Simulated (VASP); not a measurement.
# Na in VASP: single point with PBEsol

Aim: the single point of Na with PBEsol.

All numbers are computed with VASP 6.6.1; they aren't measurements. Logs are shortened: lines on timing, memory, paths and dates and some standing lists are left out, and cuts for length are marked.

## 1. The cell of the first run

The cell holds a sublattice, 1 atom: a = 5.812 Å, b = 5.812 Å, c = 5.812 Å, α = 60.00°, β = 60.00°, γ = 60.00°.

## 2. Single point, PBEsol

Contents of INCAR:

```
SYSTEM = Na
PREC = Accurate ; ENCUT = 400
EDIFF = 1E-6 ; ISMEAR = 0
SIGMA = 0.1 ; LREAL = .FALSE.
LASPH = .TRUE. ; NELM = 120
ALGO = Normal ; ISIF = 2
LWAVE = .FALSE. ; LCHARG = .TRUE.
GGA = PS ; LELF = .TRUE.
LVHAR = .TRUE. ; NBANDS = 10
GGA_COMPAT = .FALSE.
```

Contents of KPOINTS:

```
Automatic mesh
0
G
  6 6 6
  0 0 0
```

Contents of POSCAR:

```
Na
1.0
    0.0000000000      4.1097150000      4.1097150000
    4.1097150000      0.0000000000      4.1097150000
    4.1097150000      4.1097150000      0.0000000000
Na
1
Direct
    0.5000000000      0.5000000000      0.5000000000
```

Potentials or basis: VASP PAW PBE potentials, release 64 (Na_pv).

Command:

```console
> cat potpaw_PBE.64/Na_pv/POTCAR > POTCAR
> mpirun -np 1 vasp_std > vasp.out
```

OUTCAR:

```text
SYSTEM = Na
   PREC = Accurate
   ENCUT = 400
   EDIFF = 1E-6
   ISMEAR = 0
   LREAL = .FALSE.
   LASPH = .TRUE.
   NELM = 120
   ISIF = 2
   GGA = PS

 ion  position               nearest neighbor table
   1  0.500  0.500  0.500-

  LATTYP: Found a face centered cubic cell.
 ALAT       =     8.2194300000

  Lattice vectors:

 A1 = (   0.0000000000,   4.1097150000,   4.1097150000)
 A2 = (   4.1097150000,   0.0000000000,   4.1097150000)
 A3 = (   4.1097150000,   4.1097150000,   0.0000000000)

Analysis of symmetry for initial positions (statically):
=====================================================================
 Subroutine PRICEL returns:
 Original cell was already a primitive cell.

 Routine SETGRP: Setting up the symmetry group for a
 face centered cubic supercell.

 Subroutine GETGRP returns: Found 48 space group operations
 (whereof 48 operations were pure point group operations)
 out of a pool of 48 trial point group operations.

The static configuration has the point symmetry O_h .

Analysis of symmetry for dynamics (positions and initial velocities):
=====================================================================
 Subroutine PRICEL returns:
 Original cell was already a primitive cell.

 Routine SETGRP: Setting up the symmetry group for a
 face centered cubic supercell.

 Subroutine GETGRP returns: Found 48 space group operations
 (whereof 48 operations were pure point group operations)
 out of a pool of 48 trial point group operations.

The dynamic configuration has the point symmetry O_h .

 Subroutine INISYM returns: Found 48 space group operations
 (whereof 48 operations are pure point group operations),
 and found     1 'primitive' translations

----------------------------------------------------------------------------------------

                                     Primitive cell

  volume of cell :     138.8242

  direct lattice vectors                    reciprocal lattice vectors
     0.000000000  4.109715000  4.109715000    -0.121662938  0.121662938  0.121662938
     4.109715000  0.000000000  4.109715000     0.121662938 -0.121662938  0.121662938
     4.109715000  4.109715000  0.000000000     0.121662938  0.121662938 -0.121662938

  length of vectors
     5.812014690  5.812014690  5.812014690     0.210726389  0.210726389  0.210726389

  position of ions in fractional coordinates (direct lattice)
     0.500000000  0.500000000  0.500000000

  ion indices of the primitive-cell ions
   primitive index   ion index
                 1           1

----------------------------------------------------------------------------------------

 KPOINTS: Automatic mesh

Automatic generation of k-mesh.
 Grid dimensions read from file:
 generate k-points for:    6    6    6

 Generating k-lattice:

  Cartesian coordinates                     Fractional coordinates (reciprocal lattice)
    -0.020277156  0.020277156  0.020277156     0.166666667  0.000000000  0.000000000
     0.020277156 -0.020277156  0.020277156     0.000000000  0.166666667  0.000000000
     0.020277156  0.020277156 -0.020277156     0.000000000  0.000000000  0.166666667

  Length of vectors
     0.035121065  0.035121065  0.035121065

  Shift w.r.t. Gamma in fractional coordinates (k-lattice)
     0.000000000  0.000000000  0.000000000

 Subroutine IBZKPT returns following result:
 ===========================================

 Found     16 irreducible k-points:

 Following reciprocal coordinates:
            Coordinates               Weight
  0.000000  0.000000  0.000000      1.000000
  0.166667  0.000000  0.000000      8.000000
  0.333333  0.000000  0.000000      8.000000
  0.500000  0.000000  0.000000      4.000000
  0.166667  0.166667  0.000000      6.000000
  0.333333  0.166667  0.000000     24.000000
[... 8 lines left out ...]
 -0.333333  0.333333  0.166667     24.000000
 -0.333333  0.500000  0.166667     12.000000
   k-points           NKPTS =     16   k-points in BZ     NKDIM =     16   number of bands    NBANDS=     10
   number of dos      NEDOS =    301   number of ions     NIONS =      1
   total plane-waves  NPLWV =  64000
   dimension x,y,z NGX =    40 NGY =   40 NGZ =   40
   dimension x,y,z NGXF=    80 NGYF=   80 NGZF=   80
   ions per type =               1
   NGX,Y,Z   is equivalent  to a cutoff of  11.44, 11.44, 11.44 a.u.
   NGXF,Y,Z  is equivalent  to a cutoff of  22.88, 22.88, 22.88 a.u.
 SYSTEM =  Na
   PREC   = accura    normal or accurate (medium, high low for compatibility)
   ISTART =      0    job   : 0-new  1-cont  2-samecut
   ICHARG =      2    charge: 1-file 2-atom 10-const
   ISPIN  =      1    spin polarized calculation?
   LNONCOLLINEAR =      F non collinear calculations
   LSORBIT =      F    spin-orbit coupling
   LASPH  =      T    aspherical Exc in radial PAW
   ENCUT  =  400.0 eV  29.40 Ry    5.42 a.u.   9.48  9.48  9.48*2*pi/ulx,y,z
   NELM   =    120;   NELMIN=  2; NELMDL= -5     # of ELM steps
   EDIFF  = 0.1E-05   stopping-criterion for ELM
   LREAL  =      F    real-space projection
[... 7 lines left out ...]
   TEBEG  =    0.0;   TEEND  =   0.0 temperature during run
   PSTRESS=    0.0 pullay stress
   NELECT =       7.0000    total number of electrons
   NUPDOWN=      -1.0000    fix difference up-down
   EMIN   =  10.00;   EMAX   =-10.00  energy-range for DOS
   EFERMI =   0.00;   METHOD = LEGACY
   ISMEAR =     0;   SIGMA  =   0.10  broadening in eV -4-tet -1-fermi 0-gaus
   EFERMI_NEDOS =   21; number of points for ismear=-14 and -15
   IALGO  =     38    algorithm
   IMIX   =      4    mixing-type and parameters
     AMIX     =   0.40;   BMIX     =  1.00
     AMIX_MAG =   1.60;   BMIX_MAG =  1.00
  volume/ion in A,a.u.               =     138.82       936.83
  Fermi-wavevector in a.u.,A,eV,Ry     =   0.604810  1.142926  4.976949  0.365795
  Thomas-Fermi vector in A             =   1.658301
   LORBIT       =      0    0 simple, 1 ext, 2 COOP (PROOUT), +10 PAW based schemes
   GGA     = PS    functional components
   LHFCALC =     F    Hartree Fock is set to
   AEXX    =    0.0000 exact exchange contribution
   IVDW    =     0    specifies the selected vdW correction
   LEPSILON=     F    determine dielectric tensor
   LRPA    =     F    only Hartree local field effects (RPA)
 non-spin polarized calculation
 Gauss-broadening in eV      SIGMA  =   0.10
  energy-cutoff  :      400.00
  volume of cell :      138.82
 maximum number of plane-waves:      2565
 NGX is ok and might be reduce to    40
   NGX = 19   NGY = 19   NGZ = 19

 number of electron       6.9999992 magnetization

 Free energy of the ion-electron system (eV)
  ---------------------------------------------------
  ext. energy  EPLUGINS =         0.00000000
  ---------------------------------------------------
  free energy    TOTEN  =        -0.61364669 eV

  energy without entropy =       -0.60674992  energy(sigma->0) =       -0.61019830

 E-fermi :  -1.7696     XC(G=0):  -3.8816

 val. band max:       -1.8281518313   @ k =   0.5000   0.3333   0.1667
 cond. band min:      -1.6352866827   @ k =   0.5000   0.0000   0.0000
 fundamental gap:      0.1928651486
 Fermi energy:        -1.7695655046

 k-point     1 :       0.0000    0.0000    0.0000
  band No.  band energies     occupation
      1     -27.8512      2.00000
      2     -27.8512      2.00000
      3     -27.8512      2.00000
      4      -3.0259      2.00000
      5       3.1109      0.00000
      6       3.1109      0.00000
      7       3.1109      0.00000
      8       3.7097      0.00000
      9       3.7097      0.00000
     10       3.7097      0.00000

 k-point     2 :       0.1667    0.0000    0.0000
  band No.  band energies     occupation
      1     -27.8512      2.00000
      2     -27.8511      2.00000
      3     -27.8511      2.00000
      4      -2.8433      2.00000
      5       1.5739      0.00000
      6       2.8003      0.00000
      7       2.8003      0.00000
      8       3.3584      0.00000
      9       4.1564      0.00000
     10       4.1564      0.00000

 k-point     3 :       0.3333    0.0000    0.0000
  band No.  band energies     occupation
      1     -27.8511      2.00000
      2     -27.8511      2.00000
      3     -27.8510      2.00000
      4      -2.3039      2.00000
      5      -0.0225      0.00000
      6       2.5828      0.00000
      7       2.5828      0.00000
      8       3.1159      0.00000
      9       3.6498      0.00000
     10       3.6498      0.00000

 k-point     4 :       0.5000    0.0000    0.0000
  band No.  band energies     occupation
      1     -27.8510      2.00000
      2     -27.8510      2.00000
      3     -27.8510      2.00000
      4      -1.6353      0.05757
      5      -1.0485      0.00000
      6       2.5502      0.00000
      7       2.5502      0.00000
      8       3.0850      0.00000
      9       3.3471      0.00000
     10       3.3471      0.00000
[... 118 lines left out ...]
 k-point    14 :       0.5000    0.3333    0.1667
  band No.  band energies     occupation
      1     -27.8511      2.00000
      2     -27.8511      2.00000
      3     -27.8510      2.00000
      4      -1.8282      1.59263
      5       0.3071      0.00000
      6       0.5429      0.00000
      7       1.2788      0.00000
      8       3.3420      0.00000
      9       3.4618      0.00000
     10       4.1824      0.00000

 k-point    15 :      -0.3333    0.3333    0.1667
  band No.  band energies     occupation
      1     -27.8511      2.00000
      2     -27.8511      2.00000
      3     -27.8511      2.00000
      4      -1.1804      0.00000
      5      -0.5756      0.00000
      6       0.4676      0.00000
      7       0.8866      0.00000
      8       3.4425      0.00000
      9       3.7405      0.00000
     10       4.8986      0.00000

 k-point    16 :      -0.3333    0.5000    0.1667
  band No.  band energies     occupation
      1     -27.8511      2.00000
      2     -27.8511      2.00000
      3     -27.8510      2.00000
      4      -0.9026      0.00000
      5      -0.4129      0.00000
      6       0.3039      0.00000
      7       0.3768      0.00000
      8       3.1181      0.00000
      9       3.2269      0.00000
     10       5.3144      0.00000

------------------------ aborting loop because EDIFF is reached ----------------------------------------

  FORCE on cell =-STRESS in cart. coord.  units (eV):
  Direction    XX          YY          ZZ          XY          YZ          ZX
  --------------------------------------------------------------------------------------
  -------------------------------------------------------------------------------------
  Total       -0.7879493     -0.7879493     -0.7879493      0.0000000      0.0000000     -0.0000000
  in kB       -9.0937651     -9.0937651     -9.0937651      0.0000000      0.0000000     -0.0000000
  external PRESSURE =      -9.0937651 kB  Pullay stress =       0.0000000 kB

 VOLUME and BASIS-vectors are now :
 -----------------------------------------------------------------------------
  energy-cutoff  :      400.00
  volume of cell :      138.82
      direct lattice vectors                 reciprocal lattice vectors
     0.000000000  4.109715000  4.109715000    -0.121662938  0.121662938  0.121662938
     4.109715000  0.000000000  4.109715000     0.121662938 -0.121662938  0.121662938
     4.109715000  4.109715000  0.000000000     0.121662938  0.121662938 -0.121662938

 POSITION                                       TOTAL-FORCE (eV/Angst)
 -----------------------------------------------------------------------------------
      4.10971      4.10971      4.10971        -0.000000     -0.000000      0.000000
 -----------------------------------------------------------------------------------
    total drift:                                0.000000     -0.000000      0.000000

  FREE ENERGIE OF THE ION-ELECTRON SYSTEM (eV)
  ---------------------------------------------------
  free  energy   TOTEN  =        -0.6136466854 eV

  energy  without entropy=       -0.6067499230  energy(sigma->0) =       -0.61019830
```

It took 27 s on 1 thread of Intel Xeon 8259CL, shared host; peak memory 0.22 GiB.

What came out:

```yaml
Free_energy: -0.6136 eV
Pressure: -0.9 GPa
```

Levels at points of the mesh, in eV from the Fermi level:
```csv
k point,band 2,band 3,band 4,band 5,band 6,band 7
"(0.00, 0.00, 0.00)",-26.08,-26.08,-1.26,4.88,4.88,4.88
"(0.50, 0.00, 0.00)",-26.08,-26.08,0.13,0.72,4.32,4.32
"(0.50, 0.50, 0.00)",-26.08,-26.08,0.73,1.12,3.07,3.07
```

Caveat: the PAW data sets were made with another functional, which shifts forces and pressure a little.
